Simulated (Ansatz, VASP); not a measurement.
Two plane-wave programs on B

```
B
1.0
     2.47413    0.00000    0.00000
    -1.23706    2.14266    0.00000
     0.00000    0.00000    9.66516
B
7
Direct
  0.33333 0.66667 0.78571
  0.66667 0.33333 0.92857
  0.33333 0.66667 0.07143
  0.66667 0.33333 0.21429
  0.33333 0.66667 0.35714
  0.00000 0.00000 0.50000
  0.66667 0.33333 0.64286
```

Alike in both runs: task single point; functional PBE; k mesh 6 × 6 × 2; occupations gaussian, width 0.1 eV; no spin polarisation.

```csv
,VASP,Ansatz
version,VASP 6.6.1,Ansatz 0.2.0
potentials or method,"VASP PAW PBE potentials, release 64 (B), cutoff 520 eV","scalar-relativistic, plane waves, PAW"
valence electrons in the cell,21,21
```

Ansatz gave:

| Item | Value |
| --- | --- |
| gap on the k mesh at the Fermi level (eV) | none |
| pressure (GPa) | -20.5 |
| traceless stress, the component that is largest in VASP (GPa) | -10.43 |
| rms of the force components (eV/Å) | 0.134 |

**Question.** Which values does VASP return?

**Answer.** gap on the k mesh at the Fermi level (eV): none; pressure (GPa): -20.5; traceless stress, the component that is largest in VASP (GPa): -10.40; rms of the force components (eV/Å): 0.134.

Atom by atom the forces differ by 0.000 eV/Å (rms over components). A gap of «none» marks a metal or a gap that the smearing closes.

The k mesh is coarse, so the values compare programs but aren't converged.
